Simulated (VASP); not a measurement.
# Cu2NiO3 (P6/mmm) in VASP: further runs, part 2 of 2

VASP 6.6.1. The steps go on from the part before.

**4. Relaxation of cell and atoms, PBE, collinear spin, ferromagnetic start**

This run uses another cell than the first one, of 11.42 Å³/atom.

INCAR reads:

```
PREC     = Accurate       # precision mode
ENCUT    = 600            # plane-wave cutoff, eV
EDIFF    = 1E-6           # SCF threshold, eV
ISMEAR   = 0              # smearing method
SIGMA    = 0.1            # smearing width, eV
LREAL    = False          # projectors in reciprocal space
LASPH    = True           # aspherical terms in the spheres
NELM     = 150            # most SCF steps
ALGO     = Normal         # electronic algorithm
ISIF     = 3              # what is computed and relaxed
LWAVE    = False          # write WAVECAR
LCHARG   = False          # write CHGCAR
ISPIN    = 2              # spin polarisation
MAGMOM   = 1 1 2 0 0 0    # initial moments
LORBIT   = 11             # projections on sites
LMAXMIX  = 4              # l up to which the mixer works
GGA      = PE             # functional
IBRION   = 2              # ionic algorithm
NSW      = 90             # ionic steps
EDIFFG   = -0.04          # ionic threshold
```

KPOINTS reads:

```
Automatic mesh
0
Gamma
  6 6 4
```

POSCAR reads:

```
Cu2NiO3
1.0
    4.5790729000      0.0000000000      0.0000000000
   -2.2895364500      3.9655934600      0.0000000000
    0.0000000000      0.0000000000      3.7731058200
Cu Ni O
2 1 3
Direct
    0.3333333300      0.6666666700      0.0000000000
    0.6666666700      0.3333333300      0.0000000000
    0.0000000000      0.0000000000      0.0000000000
    0.5000000000      0.0000000000      0.5000000000
    0.0000000000      0.5000000000      0.5000000000
    0.5000000000      0.5000000000      0.5000000000
```

Potentials or basis: VASP PAW PBE potentials, release 64 (Cu, Ni, O).

Started as:

```
$ cat potpaw_PBE.64/Cu/POTCAR potpaw_PBE.64/Ni/POTCAR potpaw_PBE.64/O/POTCAR > POTCAR
$ mpirun -np 1 vasp_std > vasp.out
```

Run time: 21 min. Hardware: 1 thread of Intel Xeon 6975P-C (Granite Rapids), shared host; peak memory 0.33 GiB.

The run converged. Its results:

* Free energy: -26.3868 eV
* Relaxed volume: 10.75 Å³/atom
* Relaxed cell: a = 5.250 Å, b = 5.250 Å, c = 2.702 Å, α = 90.00°, β = 90.00°, γ = 120.00°
* Space group after relaxing (to 0.1 Å): P6/mmm (No. 191)
* Energy gained by relaxing: 507.2 meV/atom
* Ionic steps: 10
* Pressure after relaxing: -0.4 GPa
* Band gap on the k mesh: zero (filled and empty bands overlap)
* Net moment: 0.00 μB per cell
* Valence electrons inside the program's atomic spheres: Cu 9.84; Ni 8.73; O 4.90

Stress tensor (GPa, compression positive):
```
-0.56  0.00  0.00
 0.00 -0.56  0.00
 0.00  0.00 -0.01
```

The path:
```
step  energy change (eV)  largest force (eV/Å)  pressure (GPa)  volume (Å³)
   1              0.0000                0.0000           -9.79        68.51
   2             -1.1601                0.0000            1.29        61.60
   3             -1.6233                0.0000           14.50        57.06
   4             -0.2068                0.0000           76.31        47.99
   5             -1.4811                0.0000           18.40        55.93
   6             -2.0933                0.0000           18.41        56.38
   7             -2.1530                0.0000           31.66        56.18
   8             -2.5388                0.0000           23.95        56.55
   9             -3.0249                0.0000            3.94        62.65
  10             -3.0433                0.0000           -0.37        64.49
```

Final structure:
```
Cu Ni O
1.0
     5.25025    0.00000    0.00000
    -2.62513    4.54685    0.00000
     0.00000    0.00000    2.70157
Cu Ni O
2 1 3
Direct
  0.33333 0.66667 0.00000
  0.66667 0.33333 0.00000
  0.00000 0.00000 0.00000
  0.50000 0.00000 0.50000
  0.00000 0.50000 0.50000
  0.50000 0.50000 0.50000
```

Levels at points of the mesh, in eV from the Fermi level:
Spin up:
```tsv
k point	band 21	band 22	band 23	band 24	band 25	band 26	band 27	band 28	band 29	band 30
(0.00, 0.00, 0.00)	-0.50	-0.37	-0.14	-0.14	-0.11	-0.11	0.67	0.67	6.12	7.48
(0.50, 0.00, 0.00)	-0.57	-0.34	-0.11	-0.06	-0.04	0.01	0.67	1.70	3.97	6.16
(0.00, 0.00, 0.50)	-0.32	-0.32	-0.06	-0.06	-0.05	1.10	1.10	3.79	5.27	6.32
(0.50, 0.00, 0.50)	-0.95	-0.34	-0.33	-0.30	-0.29	0.00	1.09	4.50	4.98	7.64
```
Spin down:
| k point | band 23 | band 24 | band 25 | band 26 | band 27 | band 28 |
| --- | --- | --- | --- | --- | --- | --- |
| (0.00, 0.00, 0.00) | -0.14 | -0.14 | -0.11 | -0.11 | 0.66 | 0.66 |
| (0.50, 0.00, 0.00) | -0.11 | -0.06 | -0.04 | 0.01 | 0.67 | 1.70 |
| (0.00, 0.00, 0.50) | -0.06 | -0.06 | -0.05 | 1.10 | 1.10 | 3.79 |
| (0.50, 0.00, 0.50) | -0.33 | -0.30 | -0.29 | 0.01 | 1.09 | 4.50 |

Caveat: the k points lie up to 0.58 Å⁻¹ apart in the final cell; a cell axis changed by over 15 % at a fixed basis, so the end point is rough; semilocal functionals often make such compounds metallic where correlation or magnetic order opens a gap, which also shifts bond lengths. With open d or f shells a metallic result of PBE can be an artefact of self-interaction; +U or a hybrid may open a gap.

**5. Single point, PBE, collinear spin, ferromagnetic start**

This run uses another cell than the first one, of 10.73 Å³/atom.

INCAR reads:

```
SYSTEM = Cu2NiO3
  ALGO = Normal
  EDIFF = 1E-7
  ENCUT = 520
  GGA = PE
  ISIF = 2
  ISMEAR = 0
  ISPIN = 2
  LASPH = .True.
  LCHARG = .False.
  LMAXMIX = 4
  LORBIT = 11
  LREAL = .False.
  LWAVE = .False.
  MAGMOM = 0 0 1.19 0 0 0
  NBANDS = 38
  NELM = 150
  PREC = Accurate
  SIGMA = 0.1
```

KPOINTS reads:

```
k-points
0
Gamma
  12 12 14
  0 0 0
```

POSCAR reads:

```
Cu2NiO3
1.0
    5.2492373486      0.0000000000      0.0000000000
   -2.6246186743      4.5459728944      0.0000000000
    0.0000000000      0.0000000000      2.6987579082
Cu Ni O
2 1 3
Direct
    0.3333333333      0.6666666667      0.0000000000
    0.6666666667      0.3333333333      0.0000000000
    0.0000000000      0.0000000000      0.0000000000
    0.5000000000      0.0000000000      0.5000000000
    0.0000000000      0.5000000000      0.5000000000
    0.5000000000      0.5000000000      0.5000000000
```

Started as:

```
$ cat potpaw_PBE.64/Cu/POTCAR potpaw_PBE.64/Ni/POTCAR potpaw_PBE.64/O/POTCAR > POTCAR
$ mpirun -np 1 vasp_std > vasp.out
```

Run time: 19 min. Hardware: 1 thread of Oxide Virtual Turin-like, shared host; peak memory 0.58 GiB.

It converged, with:

```
Free energy                                           : -26.6672 eV
Pressure                                              : 0.4 GPa
Net moment                                            : 1.58 μB per cell
Site moments                                          : Cu +0.12; Ni +1.06; O +0.09 μB
Valence electrons inside the program's atomic spheres : Cu 9.85; Ni 8.70; O 4.90
```

Stress tensor (GPa, compression positive):
```
0.25 0.00 0.00
0.00 0.25 0.00
0.00 0.00 0.57
```

Levels at points of the mesh, in eV from the Fermi level:
Spin up:
```
           k point  band 24  band 25  band 26  band 27  band 28  band 29
(0.00, 0.00, 0.00)    -0.85    -0.19    -0.19     0.57     0.57     6.03
(0.50, 0.00, 0.00)    -0.69    -0.43    -0.14     0.57     1.39     3.84
(0.00, 0.00, 0.50)    -0.82    -0.82     1.05     1.05     3.66     4.90
(0.50, 0.00, 0.50)    -0.97    -0.74    -0.35     1.04     4.15     4.84
```
Spin down:
```
           k point  band 21  band 22  band 23  band 24  band 25  band 26  band 27  band 28
(0.00, 0.00, 0.00)    -0.39    -0.18    -0.09    -0.09    -0.04    -0.04     0.80     0.80
(0.50, 0.00, 0.00)    -0.48    -0.23    -0.09    -0.02     0.06     0.13     0.80     1.76
(0.00, 0.00, 0.50)    -0.29    -0.29     0.07     0.07     0.37     1.21     1.21     3.55
(0.50, 0.00, 0.50)    -0.85    -0.26    -0.22    -0.21    -0.19     0.39     1.20     4.52
```

Caveat: semilocal functionals often make such compounds metallic where correlation or magnetic order opens a gap, which also shifts bond lengths. With open d or f shells a metallic result of PBE can be an artefact of self-interaction; +U or a hybrid may open a gap.

**6. Overview**

| potentials or basis | cell | k mesh | cutoff (eV) | gap on the mesh (eV) | pressure (GPa) | moment (μB) |
| --- | --- | --- | --- | --- | --- | --- |
| VASP PAW PBE potentials, release 64 (Cu_sv_GW, Ni_sv_GW, O) | a = 5.256, b = 5.256, c = 2.698 Å, angles 90.0, 90.0, 120.0°, 6 atoms | 6 × 6 × 6 | 700 | none | -2.5 | 1.49 |
| VASP PAW PBE potentials, release 64 (Cu_sv_GW, Ni_sv_GW, O) | a = 5.256, b = 5.256, c = 2.698 Å, angles 90.0, 90.0, 120.0°, 6 atoms | 6 × 6 × 4 | 700 | none | -1.9 | 2.64 |
| VASP PAW PBE potentials, release 64 (Cu, Ni, O) | a = 5.249, b = 5.249, c = 2.699 Å, angles 90.0, 90.0, 120.0°, 6 atoms | 12 × 12 × 14 | 520 | none | 0.4 | 1.58 |

Alike in all rows: task single point; level PBE; spin collinear, ferromagnetic start; smearing gaussian 0.1 eV.

Caveats: some runs use coarse meshes; semilocal functionals often make such compounds metallic where correlation or magnetic order opens a gap, which also shifts bond lengths.

Absolute energies hang on the potentials; compare differences alone.
